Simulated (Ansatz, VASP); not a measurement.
**One calculation of Si3Ge, two programs**

```
CELL_PARAMETERS angstrom
3.64760 0.00000 0.00000
-1.82380 3.15891 0.00000
0.00000 0.00000 5.96127
ATOMIC_POSITIONS crystal
Si 0.00000 0.00000 0.76404
Si 0.33333 0.66667 0.00000
Si 0.00000 0.00000 0.23596
Ge 0.66667 0.33333 0.50000
```

Alike in both runs: functional PBE; k mesh 6 × 6 × 2; occupations gaussian, width 0.1 eV; no spin polarisation.

Ansatz relaxed the structure, and its values are those at the end. VASP's run is a single point on that final structure, the one shown.

|  | VASP | Ansatz |
| --- | --- | --- |
| version | VASP 6.6.1 | Ansatz 0.2.0 |
| potentials or method | VASP PAW PBE potentials, release 64 (Si, Ge_d), cutoff 520 eV | scalar-relativistic, plane waves, PAW |
| valence electrons in the cell | 26 | 26 |

|  | VASP | Ansatz | Ansatz less VASP |
| --- | --- | --- | --- |
| gap on the k mesh at the Fermi level (eV) | none | none | - |
| pressure (GPa) | -0.1 | 0.0 | +0.03 |
| rms of the force components (eV/Å) | 0.001 | 0.004 | +0.0028 |

A gap of «none» marks a metal or a gap that the smearing closes.

The k mesh is coarse, so the values compare programs but aren't converged.
